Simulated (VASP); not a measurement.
Set up this calculation in VASP 6.6.1, as the native input.

- Task: single point
- Functional: LDA
- Potentials or basis: VASP PAW LDA potentials, release 64 (Si)
- Cutoff: 520 eV
- k mesh: 10 × 10 × 6
- Occupations: gaussian, width 0.01 eV
- Spin: no spin polarisation
- Dipole correction: no
- Further INCAR settings: ALGO = Normal; EDIFF = 1e-07; NBANDS = 26

The structure of Si lies in POSCAR:

```
Si
1.0
    6.8586134795     -1.9084045204      0.0019555789
    6.8586134795      1.9084045204      0.0019555789
   -0.7390757496      0.0000000000      6.2471364343
Si
8
Direct
    0.0552606046      0.0552606046      0.8732930166
    0.9447393954      0.9447393954      0.1267069834
    0.5589873878      0.5589873878      0.6532364387
    0.4410126122      0.4410126122      0.3467635613
    0.2124950298      0.2124950298      0.0571328847
    0.7875049702      0.7875049702      0.9428671153
    0.7270489240      0.7270489240      0.5856835381
    0.2729510760      0.2729510760      0.4143164619
```

The input as run:

INCAR

```
SYSTEM = Si
ALGO     = Normal         ! electronic algorithm
EDIFF    = 1E-7           ! SCF threshold, eV
ENCUT    = 520            ! plane-wave cutoff, eV
ISIF     = 2              ! what is computed and relaxed
ISMEAR   = 0              ! smearing method
LASPH    = .TRUE.         ! aspherical terms in the spheres
LCHARG   = .TRUE.         ! write CHGCAR
LELF     = .TRUE.         ! ELF
LREAL    = .FALSE.        ! projectors in reciprocal space
LVHAR    = .TRUE.       
LWAVE    = .FALSE.        ! write WAVECAR
NBANDS   = 26             ! bands
NELM     = 100            ! most SCF steps
PREC     = Accurate       ! precision mode
SIGMA    = 0.01           ! smearing width, eV
```

KPOINTS

```
k-points
0
G
  10 10 6
  0 0 0
```

Potentials or basis: VASP PAW LDA potentials, release 64 (Si).

The run is started by

```bash
$ cat potpaw_LDA.64/Si/POTCAR > POTCAR
$ mpirun -np 1 vasp_std > vasp.out
```

It gave:

The pressure is 0.1 GPa. The largest force is 0.005 eV/Å and the band gap on the k mesh is 0.13 eV (least direct gap 0.41 eV).

Caveat: semilocal functionals underestimate gaps, and a narrow one can read as zero.

It took 31 min on 1 thread of Intel Xeon 8259CL, on a shared host, peak memory 0.62 GiB.
